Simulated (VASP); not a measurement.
# Si5W2 in VASP: further runs, part 2 of 2

VASP 6.6.1. Earlier steps stand in the parts before.

## 4. Single point, PBE

The input, INCAR:

```
PREC     = Accurate       # precision mode
ENCUT    = 520            # plane-wave cutoff, eV
EDIFF    = 1E-7           # SCF threshold, eV
ISMEAR   = 0              # smearing method
SIGMA    = 0.1            # smearing width, eV
LREAL    = F              # projectors in reciprocal space
LASPH    = T              # aspherical terms in the spheres
NELM     = 80             # most SCF steps
ALGO     = Normal         # electronic algorithm
ISIF     = 2              # what is computed and relaxed
LWAVE    = F              # write WAVECAR
LCHARG   = T              # write CHGCAR
LDIPOL   = T            
IDIPOL   = 3            
DIPOL    = 0.5 0.5 0.360
GGA      = PE             # functional
LELF     = T              # ELF
LVHAR    = T            
LVACPOTAV= T            
NBANDS   = 33             # bands
```

The input, KPOINTS:

```
regular mesh
0
Gamma
  8 8 1
```

The input, POSCAR:

```
Si5W2
1.0
    3.2292919635      0.0000000000      0.0000000000
    0.0000000000      3.2292919635      0.0000000000
    0.0000000000      0.0000000000     21.9372962601
Si W
5 2
Direct
    0.0000000000      0.0000000000      0.1823378758
    0.0000000000      0.0000000000      0.3009901014
    0.5000000000      0.5000000000      0.3590107496
    0.5000000000      0.5000000000      0.4757786072
    0.8750000000      1.0000000000      0.5421351389
    0.5000000000      0.5000000000      0.2416639886
    0.0000000000      0.0000000000      0.4178382285
```

Potentials or basis: VASP PAW PBE potentials, release 64 (Si, W_sv).

Launch:

```sh
cat potpaw_PBE.64/Si/POTCAR potpaw_PBE.64/W_sv/POTCAR > POTCAR
mpirun -np 1 vasp_std > vasp.out
```

OUTCAR:

```text
PREC = Accurate
   ENCUT = 520
   EDIFF = 1E-7
   ISMEAR = 0
   LREAL = F
   LASPH = T
   NELM = 80
   ISIF = 2
   GGA = PE

 ion  position               nearest neighbor table
   1  0.000  0.000  0.182-   2 2.60   6 2.63   6 2.63   6 2.63   6 2.63
   2  0.000  0.000  0.301-   7 2.56   1 2.60   3 2.61   3 2.61   3 2.61   3 2.61   6 2.63   6 2.63
                             6 2.63   6 2.63
   3  0.500  0.500  0.359-   4 2.56   6 2.57   2 2.61   2 2.61   2 2.61   2 2.61   7 2.62   7 2.62
                             7 2.62   7 2.62
   4  0.500  0.500  0.476-   5 2.49   5 2.49   3 2.56   7 2.61   7 2.61   7 2.61   7 2.61   5 2.97
                             5 2.97
[... 1083 lines left out ...]
  in kB      -13.5922958     -4.4029173     10.6627958      0.0000000      0.0000000      3.2436859
  external PRESSURE =      -2.4441391 kB  Pullay stress =       0.0000000 kB

 VOLUME and BASIS-vectors are now :
 -----------------------------------------------------------------------------
  energy-cutoff  :      520.00
  volume of cell :      228.77
      direct lattice vectors                 reciprocal lattice vectors
     3.229291964  0.000000000  0.000000000     0.309665404  0.000000000  0.000000000
     0.000000000  3.229291964  0.000000000     0.000000000  0.309665404  0.000000000
     0.000000000  0.000000000 21.937296260     0.000000000  0.000000000  0.045584469

 POSITION                                       TOTAL-FORCE (eV/Angst)
 -----------------------------------------------------------------------------------
      0.00000      0.00000      4.00000        -0.008365      0.000000      0.367368
      0.00000      0.00000      6.60291         0.019180      0.000000     -0.616027
      1.61465      1.61465      7.87573         0.011206      0.000000     -0.297810
      1.61465      1.61465     10.43730        -0.318387      0.000000      0.452896
      2.82563      0.00000     11.89298         0.372862      0.000000     -0.001782
      1.61465      1.61465      5.30145         0.033277      0.000000     -0.237748
      0.00000      0.00000      9.16624        -0.109773      0.000000      0.333103
 -----------------------------------------------------------------------------------
    total drift:                               -0.000061     -0.000000     -0.000214

  FREE ENERGIE OF THE ION-ELECTRON SYSTEM (eV)
  ---------------------------------------------------
  free  energy   TOTEN  =       -51.7213511441 eV

  energy  without entropy=      -51.6885572538  energy(sigma->0) =      -51.70495420

 vacuum level on the upper side and lower side of the slab         7.040         6.580
```

OSZICAR:

```text
N       E                     dE             d eps       ncg     rms          rms(c)
DAV:   1     0.366221566485E+03    0.36622E+03   -0.24897E+04  1954   0.125E+03
DAV:   2    -0.353766073789E+02   -0.40160E+03   -0.38819E+03  1989   0.320E+02
DAV:   3    -0.535760081085E+02   -0.18199E+02   -0.17523E+02  2153   0.665E+01
[... 22 lines left out ...]
DAV:  26    -0.517213426420E+02   -0.11136E-04   -0.72170E-07  1537   0.286E-03    0.126E-03
DAV:  27    -0.517213487124E+02   -0.60705E-05   -0.44176E-07  1628   0.186E-03    0.757E-04
DAV:  28    -0.517213505312E+02   -0.18188E-05   -0.12898E-07  1526   0.107E-03    0.302E-04
DAV:  29    -0.517213510893E+02   -0.55807E-06   -0.58772E-08  1370   0.820E-04    0.477E-04
DAV:  30    -0.517213511441E+02   -0.54787E-07   -0.12422E-08  1230   0.457E-04
   1 F= -.51721351E+02 E0= -.51704954E+02  d E =-.327939E-01
```

stdout:

```text
POSCAR found type information on POSCAR SiW
 POSCAR found :  2 types and       7 ions
 scaLAPACK will be used
 LDA part: xc-table for (Slater+PW92), standard interpolation
 POSCAR, INCAR and KPOINTS ok, starting setup
 FFT: planning ... GRIDC
 FFT: planning ... GRID_SOFT
 FFT: planning ... GRID
 WAVECAR not read
 entering main loop
 -----------------------------------------------------------------------------
|                                                                             |
|           W    W    AA    RRRRR   N    N  II  N    N   GGGG   !!!           |
|           W    W   A  A   R    R  NN   N  II  NN   N  G    G  !!!           |
|           W    W  A    A  R    R  N N  N  II  N N  N  G       !!!           |
|           W WW W  AAAAAA  RRRRR   N  N N  II  N  N N  G  GGG   !            |
|           WW  WW  A    A  R   R   N   NN  II  N   NN  G    G                |
|           W    W  A    A  R    R  N    N  II  N    N   GGGG   !!!           |
|                                                                             |
|     Did not find any points to average over, which means that no vacuum     |
|     field-free region was found. Please increase the size of  your cell     |
|     in the dimension of the dipole correction to obtain accurate            |
|     workfunction values.                                                    |
|                                                                             |
 -----------------------------------------------------------------------------
```

Run time: 6.5 min. Hardware: 1 thread of Intel Xeon Platinum 8488C (Sapphire Rapids), shared host; peak memory 0.38 GiB.

Results:

```
Free energy            : -51.7214 eV
Largest force          : 0.616 eV/Å
Band gap on the k mesh : zero (band 24 reaches 2.74 eV, above the bottom of band 25 at 1.83 eV)
```

Forces on the atoms (eV/Å):
```
Si  -0.008  0.000  0.367
Si   0.019  0.000 -0.616
Si   0.011  0.000 -0.298
Si  -0.318  0.000  0.453
Si   0.373  0.000 -0.002
W    0.033  0.000 -0.238
W   -0.110  0.000  0.333
```

Levels at points of the mesh, in eV from the Fermi level:
```
           k point  band 21  band 22  band 23  band 24  band 25  band 26  band 27  band 28
(0.00, 0.00, 0.00)    -0.83     0.46     0.50     0.73     0.84     1.01     1.55     2.30
(0.50, 0.00, 0.00)    -1.86    -1.39    -0.28    -0.17    -0.04     2.45     2.83     2.95
(0.00, 0.50, 0.00)    -1.86    -1.69    -0.27    -0.17    -0.04     2.75     2.79     3.04
(0.50, 0.50, 0.00)    -2.00    -1.94    -1.88    -0.47     0.04     0.66     0.90     3.06
```

Caveat: spin-orbit coupling is left out, which moves the levels of the heavy elements.

## 5. Single point, PBE

The input, INCAR:

```
PREC = Accurate
ENCUT = 520
EDIFF = 1E-6
ISMEAR = 0
SIGMA = 0.1
LREAL = F
LASPH = T
NELM = 80
ALGO = Normal
ISIF = 2
LWAVE = F
LCHARG = T
LDIPOL = T
IDIPOL = 3
DIPOL = 0.5 0.5 0.365
GGA = PE
LELF = T
LVHAR = T
LVACPOTAV = T
NBANDS = 33
```

KPOINTS is that of step 4.

Edit POSCAR of step 4 so:

```diff
@@ -12,3 +12,3 @@
     0.5000000000      0.5000000000      0.4757786072
-    0.8750000000      1.0000000000      0.5421351389
+    0.5000000000      0.7500000000      0.5752106501
     0.5000000000      0.5000000000      0.2416639886
```

Potentials or basis: VASP PAW PBE potentials, release 64 (Si, W_sv).

Launch:

```sh
cat potpaw_PBE.64/Si/POTCAR potpaw_PBE.64/W_sv/POTCAR > POTCAR
mpirun -np 1 vasp_std > vasp.out
```

OUTCAR:

```text
PREC = Accurate
   ENCUT = 520
   EDIFF = 1E-6
   ISMEAR = 0
   LREAL = F
   LASPH = T
   NELM = 80
   ISIF = 2
   GGA = PE

 ion  position               nearest neighbor table
   1  0.000  0.000  0.182-   2 2.60   6 2.63   6 2.63   6 2.63   6 2.63
   2  0.000  0.000  0.301-   7 2.56   1 2.60   3 2.61   3 2.61   3 2.61   3 2.61   6 2.63   6 2.63
                             6 2.63   6 2.63
   3  0.500  0.500  0.359-   4 2.56   6 2.57   2 2.61   2 2.61   2 2.61   2 2.61   7 2.62   7 2.62
                             7 2.62   7 2.62
   4  0.500  0.500  0.476-   5 2.33   3 2.56   7 2.61   7 2.61   7 2.61   7 2.61
   5  0.500  0.750  0.575-   4 2.33
   6  0.500  0.500  0.242-   3 2.57   2 2.63   2 2.63   2 2.63   2 2.63   1 2.63   1 2.63   1 2.63
                             1 2.63
   7  0.000  0.000  0.418-   2 2.56   4 2.61   4 2.61   4 2.61   4 2.61   3 2.62   3 2.62   3 2.62
                             3 2.62

  LATTYP: Found a simple tetragonal cell.
 ALAT       =     3.2292919635
 C/A-ratio  =     6.7932217056

  Lattice vectors:

 A1 = (   3.2292919635,   0.0000000000,   0.0000000000)
 A2 = (   0.0000000000,   3.2292919635,   0.0000000000)
 A3 = (   0.0000000000,   0.0000000000,  21.9372962601)

[... 189 lines left out ...]
 val. band max:        2.0742729607   @ k =   0.1250   0.1250   0.0000
 cond. band min:       2.0809423644   @ k =   0.3750   0.3750   0.0000
 fundamental gap:      0.0066694037
 Fermi energy:         2.0806881560

 k-point     1 :       0.0000    0.0000    0.0000
  band No.  band energies     occupation
      1     -71.6250      2.00000
      2     -71.5928      2.00000
      3     -35.8802      2.00000
      4     -35.8493      2.00000
      5     -35.8367      2.00000
      6     -35.8342      2.00000
[... 853 lines left out ...]
     32       5.5217      0.00000
     33       5.8634      0.00000

 [... further k-points ...]
[... 5 lines left out ...]
  --------------------------------------------------------------------------------------
  -------------------------------------------------------------------------------------
  Total       -3.2737662     -3.2800381      0.2381808      0.0000000      0.0522690      0.0000000
  in kB      -22.9277015    -22.9716265      1.6680908      0.0000000      0.3660640      0.0000000
  external PRESSURE =     -14.7437457 kB  Pullay stress =       0.0000000 kB

 VOLUME and BASIS-vectors are now :
 -----------------------------------------------------------------------------
  energy-cutoff  :      520.00
  volume of cell :      228.77
      direct lattice vectors                 reciprocal lattice vectors
     3.229291964  0.000000000  0.000000000     0.309665404  0.000000000  0.000000000
     0.000000000  3.229291964  0.000000000     0.000000000  0.309665404  0.000000000
     0.000000000  0.000000000 21.937296260     0.000000000  0.000000000  0.045584469

 POSITION                                       TOTAL-FORCE (eV/Angst)
 -----------------------------------------------------------------------------------
      0.00000      0.00000      4.00000         0.000000     -0.010282      0.346250
      0.00000      0.00000      6.60291         0.000000      0.023698     -0.337777
      1.61465      1.61465      7.87573         0.000000     -0.063127     -0.159434
      1.61465      1.61465     10.43730         0.000000     -0.296744      0.454646
      1.61465      2.42197     12.61857         0.000000      0.140698     -0.002091
      1.61465      1.61465      5.30145         0.000000      0.033674     -0.107695
      0.00000      0.00000      9.16624         0.000000      0.172082     -0.193899
 -----------------------------------------------------------------------------------
    total drift:                                0.000000     -0.000059     -0.000149

  FREE ENERGIE OF THE ION-ELECTRON SYSTEM (eV)
  ---------------------------------------------------
  free  energy   TOTEN  =       -51.1666562941 eV

  energy  without entropy=      -51.1443912283  energy(sigma->0) =      -51.15552376

 vacuum level on the upper side and lower side of the slab         7.006         6.633
```

stdout:

```text
POSCAR found type information on POSCAR SiW
 POSCAR found :  2 types and       7 ions
 scaLAPACK will be used
 LDA part: xc-table for (Slater+PW92), standard interpolation
 POSCAR, INCAR and KPOINTS ok, starting setup
 FFT: planning ... GRIDC
 FFT: planning ... GRID_SOFT
 FFT: planning ... GRID
 WAVECAR not read
 entering main loop
 -----------------------------------------------------------------------------
|                                                                             |
|           W    W    AA    RRRRR   N    N  II  N    N   GGGG   !!!           |
|           W    W   A  A   R    R  NN   N  II  NN   N  G    G  !!!           |
|           W    W  A    A  R    R  N N  N  II  N N  N  G       !!!           |
|           W WW W  AAAAAA  RRRRR   N  N N  II  N  N N  G  GGG   !            |
|           WW  WW  A    A  R   R   N   NN  II  N   NN  G    G                |
|           W    W  A    A  R    R  N    N  II  N    N   GGGG   !!!           |
|                                                                             |
|     Did not find any points to average over, which means that no vacuum     |
|     field-free region was found. Please increase the size of  your cell     |
|     in the dimension of the dipole correction to obtain accurate            |
|     workfunction values.                                                    |
|                                                                             |
 -----------------------------------------------------------------------------
```

It took 3.4 min on 1 thread of Intel Xeon Platinum 8488C (Sapphire Rapids), shared host; peak memory 0.39 GiB.

What came out:

```yaml
Free_energy: -51.1667 eV
Largest_force: 0.543 eV/Å
Band_gap_on_the_k_mesh: zero (band 24 reaches 2.98 eV, above the bottom of band 25 at 1.81 eV)
```

Forces on the atoms (eV/Å):
```
Si   0.000 -0.010  0.346
Si   0.000  0.024 -0.338
Si   0.000 -0.063 -0.159
Si   0.000 -0.297  0.455
Si   0.000  0.141 -0.002
W    0.000  0.034 -0.108
W    0.000  0.172 -0.194
```

Levels at points of the mesh, in eV from the Fermi level:
```csv
k point,band 20,band 21,band 22,band 23,band 24,band 25,band 26,band 27,band 28,band 29
"(0.00, 0.00, 0.00)",-0.75,-0.57,-0.48,0.87,0.90,0.94,0.99,1.02,2.56,2.62
"(0.50, 0.00, 0.00)",-2.38,-1.91,-1.02,-0.77,-0.18,-0.09,-0.07,2.86,2.88,3.86
"(0.00, 0.50, 0.00)",-2.38,-1.91,-1.75,-0.26,-0.09,-0.07,0.18,2.80,2.87,3.38
"(0.50, 0.50, 0.00)",-2.15,-2.06,-1.92,-1.79,-0.82,-0.27,0.92,1.12,2.67,3.15
```

Caveat: spin-orbit coupling is left out, which moves the levels of the heavy elements.
